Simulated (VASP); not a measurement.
Input of a VASP 6.6.1 run:

File INCAR:

```
PREC = Accurate
ENCUT = 520
EDIFF = 1E-6
ISMEAR = 0
SIGMA = 0.3
LREAL = F
LASPH = T
NELM = 80
ALGO = Normal
ISIF = 2
LWAVE = F
LCHARG = F
GGA = PS
NBANDS = 38
```

Contents of KPOINTS:

```
Automatic mesh
0
Gamma
  9 9 3
```

Contents of POSCAR:

```
Rh
1.0
    2.6917450000      0.0000000000      0.0000000000
   -1.3458725000      2.3311195505      0.0000000000
    0.0000000000      0.0000000000      8.7980700000
Rh
4
Direct
    0.0000000000      0.0000000000      0.0000000000
    0.3333333333      0.6666666667      0.2500000000
    0.0000000000      0.0000000000      0.5000000000
    0.6666666667      0.3333333333      0.7500000000
```

Potentials or basis: VASP PAW PBE potentials, release 64 (Rh_pv).

Launch:

```console
$ cat potpaw_PBE.64/Rh_pv/POTCAR > POTCAR
$ mpirun -np 1 vasp_std > vasp.out
```

(1) Estimate the band gap on the k mesh.

(2) Estimate the pressure.

Answers

(1) zero (band 30 reaches 12.30 eV, above the bottom of band 31 at 10.68 eV).

(2) -5.2 GPa.

Caveat: the PAW data sets were made with another functional, which shifts forces and pressure a little.
